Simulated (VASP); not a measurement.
Here is a VASP 6.6.1 calculation.

Contents of INCAR:

```
SYSTEM = Si
PREC = Accurate ; ENCUT = 520
EDIFF = 1E-6 ; ISMEAR = 0
SIGMA = 0.02 ; LREAL = Auto
LASPH = .True. ; NELM = 100
ALGO = Normal ; ISIF = 2
LWAVE = .False. ; LCHARG = .False.
GGA = PS ; NBANDS = 48
```

File KPOINTS:

```
regular mesh
0
Gamma
  2 2 2
  0 0 0
```

POSCAR

```
Si
1.0
    0.0000000000      5.4300000000      5.4300000000
    5.4300000000      0.0000000000      5.4300000000
    5.4300000000      5.4300000000      0.0000000000
Si
17
Direct
   -0.0077232965     -0.0075558932      0.0230034070
    0.1235511971      0.1238348066      0.1339368324
    0.0031776243      0.0034494475      0.5058273481
    0.1168218232      0.1170404236      0.6493043278
    0.0099890424      0.4958741252     -0.0015866483
    0.1236372928      0.6188453959      0.1338540516
    0.0032415285      0.4877380295      0.5057551565
    0.1454039595      0.6175415285      0.6196120626
    0.4955948435      0.0102248619     -0.0014027624
    0.6186770718      0.1238034070      0.1339735727
    0.4875408840      0.0034226519      0.5058616943
    0.6172677716      0.1457097606      0.6197821363
    0.4956988950      0.4958377532     -0.0015290976
    0.6368813076      0.6371494475      0.0890746777
    0.5131712707      0.5134756906      0.4601639042
    0.6174181400      0.6174897790      0.6196673112
    0.7668154696      0.7671790055      0.6991591160
```

Potentials or basis: VASP PAW PBE potentials, release 64 (Si).

Launch:

```bash
$ cat potpaw_PBE.64/Si/POTCAR > POTCAR
$ mpirun -np 1 vasp_std > vasp.out
```

Problem. Estimate the largest force.

Solution. 0.257 eV/Å.

Problem. Estimate the pressure.

Solution. 3.2 GPa.

Forces on the atoms (eV/Å):
```
Si  -0.035 -0.036  0.036
Si  -0.021 -0.021  0.027
Si  -0.024 -0.024  0.023
Si  -0.041 -0.040  0.041
Si   0.003 -0.033 -0.003
Si  -0.027 -0.021  0.021
Si  -0.023 -0.024  0.023
Si   0.017 -0.088 -0.016
Si  -0.033  0.003 -0.003
Si  -0.021 -0.027  0.021
Si  -0.024 -0.023  0.024
Si  -0.089  0.016 -0.016
Si   0.003  0.003  0.033
Si   0.090  0.090 -0.090
Si   0.061  0.060 -0.060
Si   0.017  0.016  0.088
Si   0.148  0.149 -0.149
```

Caveat: the k points lie up to 0.50 Å⁻¹ apart; the PAW data sets were made with another functional, which shifts forces and pressure a little.
